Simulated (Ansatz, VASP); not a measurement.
## SnC2: VASP beside Ansatz

```
CELL_PARAMETERS angstrom
1.73753 1.00316 3.91679
-1.73753 1.00316 3.91679
0.00000 -2.00632 3.91679
ATOMIC_POSITIONS crystal
Sn 0.50000 0.50000 0.50000
C 0.05631 0.05631 0.05631
C 0.94369 0.94369 0.94369
```

Alike in both runs: functional PBE; k mesh 12 × 12 × 12; occupations gaussian, width 0.1 eV; no spin polarisation.

Ansatz relaxed the structure, and its values are those at the end. VASP's run is a single point on that final structure, the one shown.

|  | VASP | Ansatz |
| --- | --- | --- |
| version | VASP 6.6.1 | Ansatz 0.2.0 |
| potentials or method | VASP PAW PBE potentials, release 64 (Sn_d, C), cutoff 600 eV | scalar-relativistic, plane waves, PAW |
| valence electrons in the cell | 22 | 22 |

```tsv
	VASP	Ansatz	Ansatz less VASP
gap on the k mesh at the Fermi level (eV)	none	none	-
pressure (GPa)	0.1	0.0	-0.05
rms of the force components (eV/Å)	0.036	0.004	-0.0318
```

A gap of «none» marks a metal or a gap that the smearing closes.
